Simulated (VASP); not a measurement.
# TiO2 in VASP: settings compared, part 2 of 2

VASP 6.6.1. The steps go on from the part before.

## (4) Relaxation of the atoms, PBE

This run uses another cell than the first one, of 11.81 Å³/atom.

The input, INCAR:

```
ALGO = Normal
EDIFF = 1E-6
EDIFFG = -0.01
ENCUT = 520
GGA = PE
IBRION = 2
ISIF = 2
ISMEAR = -1
LASPH = True
LCHARG = False
LREAL = False
LWAVE = False
NELM = 60
NSW = 60
PREC = Accurate
SIGMA = 0.05
```

The input, KPOINTS:

```
k-points
0
Gamma
  8 8 8
```

The input, POSCAR:

```
TiO2
1.0
   -1.8921000000      1.8921000000      4.9475920000
    1.8921000000     -1.8921000000      4.9475920000
    1.8921000000      1.8921000000     -4.9475920000
Ti O
2 4
Direct
    0.7500000000      0.2500000000      0.5000000000
    0.0000000000      0.0000000000      0.0000000000
    0.7919000000      0.7919000000      0.0000000000
    0.5419000000      0.0419000000      0.5000000000
    0.9581000000      0.4581000000      0.5000000000
    0.2081000000      0.2081000000      0.0000000000
```

Potentials or basis: VASP PAW PBE potentials, release 64 (Ti_sv, O).

Launch:

```sh
$ cat potpaw_PBE.64/Ti_sv/POTCAR potpaw_PBE.64/O/POTCAR > POTCAR
$ mpirun -np 1 vasp_std > vasp.out
```

OUTCAR:

```text
EDIFF = 1E-6
   EDIFFG = -0.01
   ENCUT = 520
   GGA = PE
   IBRION = 2
   ISIF = 2
   ISMEAR = -1
   LASPH = True
   LREAL = False
   NELM = 60
   NSW = 60
   PREC = Accurate

 ion  position               nearest neighbor table
   1  0.750  0.250  0.500-   3 1.94   6 1.94   3 1.94   6 1.94   5 2.06   4 2.06
   2  0.000  0.000  0.000-   4 1.94   5 1.94   4 1.94   5 1.94   3 2.06   6 2.06
   3  0.792  0.792  0.000-   1 1.94   1 1.94   2 2.06
   4  0.542  0.042  0.500-   2 1.94   2 1.94   1 2.06
   5  0.958  0.458  0.500-   2 1.94   2 1.94   1 2.06
   6  0.208  0.208  0.000-   1 1.94   1 1.94   2 2.06

  LATTYP: Found a body centered tetragonal cell.
 ALAT       =     3.7842000000
 C/A-ratio  =     2.6148681359

  Lattice vectors:

 A1 = (  -1.8921000000,   1.8921000000,   4.9475920000)
 A2 = (   1.8921000000,  -1.8921000000,   4.9475920000)
 A3 = (   1.8921000000,   1.8921000000,  -4.9475920000)

Analysis of symmetry for initial positions (statically):
=====================================================================
 Subroutine PRICEL returns:
 Original cell was already a primitive cell.

 Routine SETGRP: Setting up the symmetry group for a
 body centered tetragonal supercell.

 Subroutine GETGRP returns: Found 16 space group operations
 (whereof  8 operations were pure point group operations)
 out of a pool of 16 trial point group operations.

The static configuration has the point symmetry D_2d.
 The point group associated with its full space group is D_4h.

Analysis of symmetry for dynamics (positions and initial velocities):
=====================================================================
 Subroutine PRICEL returns:
 Original cell was already a primitive cell.

 Routine SETGRP: Setting up the symmetry group for a
 body centered tetragonal supercell.

 Subroutine GETGRP returns: Found 16 space group operations
[... 137 lines left out ...]
   GGA     = PE    functional components
   LHFCALC =     F    Hartree Fock is set to
   AEXX    =    0.0000 exact exchange contribution
   IVDW    =     0    specifies the selected vdW correction
   LEPSILON=     F    determine dielectric tensor
   LRPA    =     F    only Hartree local field effects (RPA)
 conjugate gradient relaxation of ions
 non-spin polarized calculation
  energy-cutoff  :      520.00
  volume of cell :       70.85
 maximum number of plane-waves:      1924
 NGX is ok and might be reduce to    42
   NGX = 21   NGY = 21   NGZ = 21

--------------------------------------- Ionic step        1  -------------------------------------------

 number of electron      47.9999996 magnetization

 Free energy of the ion-electron system (eV)
  ---------------------------------------------------
  ext. energy  EPLUGINS =         0.00000000
  ---------------------------------------------------
  free energy    TOTEN  =       -53.82112981 eV

  energy without entropy =      -53.82112981  energy(sigma->0) =      -53.82112981

------------------------ aborting loop because EDIFF is reached ----------------------------------------

  FORCE on cell =-STRESS in cart. coord.  units (eV):
  Direction    XX          YY          ZZ          XY          YZ          ZX
  --------------------------------------------------------------------------------------
  -------------------------------------------------------------------------------------
  Total        0.0219621      0.0219621     -2.9666241      0.0000000      0.0000000      0.0000000
  in kB        0.4966412      0.4966412    -67.0858697      0.0000000      0.0000000      0.0000000
  external PRESSURE =     -22.0308624 kB  Pullay stress =       0.0000000 kB
[... 67 lines left out ...]
--------------------------------------- Ionic step        3  -------------------------------------------

 number of electron      47.9999993 magnetization

 Free energy of the ion-electron system (eV)
  ---------------------------------------------------
  ext. energy  EPLUGINS =         0.00000000
  ---------------------------------------------------
  free energy    TOTEN  =       -53.85844266 eV

  energy without entropy =      -53.85844266  energy(sigma->0) =      -53.85844266

 E-fermi :   4.1384     XC(G=0): -10.5228

 val. band max:        3.0066500276   @ k =  -0.3750   0.3750   0.0000
 cond. band min:       5.1956862244   @ k =   0.0000   0.0000   0.0000
 fundamental gap:      2.1890361968
 Fermi energy:         4.1383647348

 k-point     1 :       0.0000    0.0000    0.0000
  band No.  band energies     occupation
      1     -53.4268      2.00000
      2     -53.3819      2.00000
      3     -29.8387      2.00000
      4     -29.6307      2.00000
      5     -29.6307      2.00000
      6     -29.5771      2.00000
[... 733 lines left out ...]
     27       6.5010      0.00000
     28       6.6036      0.00000

 [... further k-points ...]

------------------------ aborting loop because EDIFF is reached ----------------------------------------

  FORCE on cell =-STRESS in cart. coord.  units (eV):
  Direction    XX          YY          ZZ          XY          YZ          ZX
  --------------------------------------------------------------------------------------
  -------------------------------------------------------------------------------------
  Total       -0.1633356     -0.1633356     -0.9600781      0.0000000     -0.0000000      0.0000000
  in kB       -3.6935960     -3.6935960    -21.7107647      0.0000000     -0.0000000      0.0000000
  external PRESSURE =      -9.6993189 kB  Pullay stress =       0.0000000 kB
[... 21 lines left out ...]
  FREE ENERGIE OF THE ION-ELECTRON SYSTEM (eV)
  ---------------------------------------------------
  free  energy   TOTEN  =       -53.8584426609 eV

  energy  without entropy=      -53.8584426609  energy(sigma->0) =      -53.85844266

 reached required accuracy - stopping structural energy minimisation
```

OSZICAR:

```text
N       E                     dE             d eps       ncg     rms          rms(c)
DAV:   1     0.686205631911E+03    0.68621E+03   -0.25057E+04  3304   0.197E+03
DAV:   2     0.421463849052E+02   -0.64406E+03   -0.62471E+03  3748   0.577E+02
DAV:   3    -0.660907968439E+02   -0.10824E+03   -0.10573E+03  5044   0.213E+02
[... 26 lines left out ...]
DAV:   3    -0.538587982546E+02    0.38889E-03   -0.28949E-03  4588   0.322E-01    0.141E-01
DAV:   4    -0.538584374660E+02    0.36079E-03   -0.17396E-03  3700   0.355E-01    0.348E-02
DAV:   5    -0.538584465418E+02   -0.90759E-05   -0.38496E-04  3624   0.156E-01    0.204E-02
DAV:   6    -0.538584428164E+02    0.37254E-05   -0.33137E-05  4188   0.445E-02    0.107E-02
DAV:   7    -0.538584431868E+02   -0.37039E-06   -0.18719E-05  3800   0.315E-02    0.601E-03
DAV:   8    -0.538584426609E+02    0.52589E-06   -0.24132E-06  2488   0.133E-02
   3 F= -.53858443E+02 E0= -.53858443E+02  d E =-.373129E-01
```

Wall time 5.3 min (1 thread of Oxide Virtual Turin-like, shared host); peak memory 0.29 GiB.

Results:

| Quantity | Value |
| --- | --- |
| Free energy | -53.8584 eV |
| Energy gained by relaxing | 6.2 meV/atom |
| Ionic steps | 3 |
| Pressure after relaxing | -1.0 GPa |
| Largest force after relaxing | 0.003 eV/Å |
| Band gap on the k mesh | 2.19 eV (least direct gap 2.44 eV) |

Forces on the atoms (eV/Å):
```
Ti   0.000  0.000  0.000
Ti   0.000  0.000  0.000
O    0.000  0.000  0.003
O    0.000  0.000  0.003
O    0.000  0.000 -0.003
O    0.000  0.000 -0.003
```

Stress tensor (GPa, compression positive):
```
-0.37  0.00  0.00
 0.00 -0.37  0.00
 0.00  0.00 -2.17
```

Step by step:
```
step  energy change (eV)  largest force (eV/Å)  pressure (GPa)
   1              0.0000                0.4802           -2.20
   2             -0.0316                0.1947           -1.53
   3             -0.0373                0.0031           -0.97
```

Final structure:
```xyz
6
Lattice="-1.8921 1.8921 4.9476 1.8921 -1.8921 4.9476 1.8921 1.8921 -4.9476" Properties=species:S:1:pos:R:3 pbc="T T T"
Ti    0.0000    1.8921    2.4738
Ti    0.0000    0.0000    0.0000
O     0.0000    0.0000    7.8734
O     0.0000    1.8921    0.4520
O     0.0000    1.8921    4.4956
O     0.0000    0.0000    2.0218
```

Levels at points of the mesh, in eV from the valence-band top:
```csv
k point,band 21,band 22,band 23,band 24,band 25,band 26,band 27,band 28
"(0.00, 0.00, 0.00)",-0.82,-0.79,-0.35,-0.35,2.19,2.79,4.09,4.09
"(0.50, 0.00, 0.00)",-1.81,-0.82,-0.79,-0.63,3.25,3.46,3.48,3.59
"(0.50, 0.50, 0.00)",-1.89,-1.89,-0.04,-0.04,3.16,3.16,3.64,3.64
"(0.50, 0.50, 0.50)",-1.19,-1.19,-0.05,-0.05,2.48,2.48,3.76,3.76
```

A k mesh can miss the band edges. PBE gaps usually lie below the measured ones, often by a third to a half.

## (5) Single point, PBEsol (atoms moved at random)

The input, INCAR:

```
PREC = Accurate
ENCUT = 520
EDIFF = 1E-6
ISMEAR = -1
SIGMA = 0.05
LREAL = False
LASPH = True
NELM = 60
ALGO = Normal
ISIF = 2
LWAVE = False
LCHARG = False
GGA = PS
NBANDS = 33
```

The input, KPOINTS:

```
Automatic mesh
0
Gamma
  10 10 10
```

The input, POSCAR:

```
TiO2
1.0
   -1.8921000000      1.8921000000      4.7573000000
    1.8921000000     -1.8921000000      4.7573000000
    1.8921000000      1.8921000000     -4.7573000000
Ti O
2 4
Direct
    0.7492480000      0.2497380000      0.4942780000
    0.0029960000     -0.0032250000      0.0002190000
    0.7826300000      0.7950910000     -0.0026270000
    0.5414520000      0.0397660000      0.5011680000
    0.9502900000      0.4498680000      0.4760920000
    0.2155060000      0.2096870000      0.0055930000
```

Launch:

```sh
$ cat potpaw_PBE.64/Ti_sv/POTCAR potpaw_PBE.64/O/POTCAR > POTCAR
$ mpirun -np 1 vasp_std > vasp.out
```

Run time: 49 min. Hardware: 1 thread of Oxide Virtual Turin-like, shared host; peak memory 0.88 GiB.

The run converged. Its results:

```
Free energy            : -56.1622 eV
Pressure               : -1.3 GPa
Largest force          : 0.905 eV/Å
Band gap on the k mesh : 1.99 eV (least direct gap 2.38 eV)
```

Forces in eV/Å, atoms in the order of the input:
```
Ti   0.056  0.053 -0.326
Ti  -0.077 -0.023  0.262
O   -0.618  0.238  0.303
O   -0.152 -0.082  0.328
O    0.763  0.216 -0.436
O    0.028 -0.402 -0.131
```

Stress tensor (GPa, compression positive):
```
 1.13 -0.03  1.17
-0.03 -1.78 -0.15
 1.17 -0.15 -3.14
```

Levels at points of the mesh, in eV from the valence-band top:
```
           k point  band 21  band 22  band 23  band 24  band 25  band 26  band 27  band 28
(0.00, 0.00, 0.00)    -0.83    -0.76    -0.58    -0.48     1.99     2.76     3.70     3.86
(0.50, 0.00, 0.00)    -2.00    -1.08    -0.98    -0.69     3.15     3.29     3.42     3.63
(0.00, 0.50, 0.00)    -1.94    -0.96    -0.91    -0.64     3.17     3.42     3.49     3.70
(0.00, 0.50, 0.50)    -2.00    -1.09    -0.97    -0.67     3.07     3.39     3.47     3.59
(0.50, 0.00, 0.50)    -1.96    -0.96    -0.91    -0.73     3.19     3.45     3.56     3.59
(0.50, 0.50, 0.00)    -2.21    -2.17    -0.04     0.00     3.25     3.33     3.72     3.82
(0.00, 0.00, 0.50)    -2.24    -2.15    -0.05     0.00     3.25     3.32     3.75     3.80
(0.50, 0.50, 0.50)    -1.37    -1.32    -0.20    -0.18     2.34     2.39     3.63     3.70
```

Caveat: the cell differs from its parent crystal (atoms moved at random); the PAW data sets were made with another functional, which shifts forces and pressure a little. A k mesh can miss the band edges.

## (6) Overview

| task | level | cell | k mesh | gap on the mesh (eV) | pressure (GPa) | largest force (eV/Å) |
| --- | --- | --- | --- | --- | --- | --- |
| single point | revPBE+D3(BJ) | a = 5.459 Å, angles 139.3, 139.3, 58.9°, 6 atoms, atomic positions A | 10 × 10 × 10 | 2.09 | 0.7 | 0.03 |
| relaxation of the atoms | PBE | atoms relaxed from a = 5.500 Å, angles 139.8, 139.8, 58.2°, 6 atoms, atomic positions A | 8 × 8 × 8 | 2.14 | 3.8 | - |
| relaxation of the atoms | PBE | atoms relaxed from a = 5.625 Å, angles 140.7, 140.7, 56.8°, 6 atoms, atomic positions A | 8 × 8 × 8 | 2.19 | -1.0 | - |
| single point | PBEsol | a = 5.458 Å, angles 139.4, 139.4, 58.7°, 6 atoms, atomic positions B | 10 × 10 × 10 | 1.99 | -1.3 | 0.90 |

Alike in all rows: potentials or basis VASP PAW PBE potentials, release 64 (Ti_sv, O); no spin polarisation; cutoff (eV) 520; smearing fermi-dirac 0.05 eV.

Caveats: the PAW data sets were made with another functional, which shifts forces and pressure a little (at least some runs).

Total energies depend on the potentials used, so only differences within one code and one set of settings carry meaning.
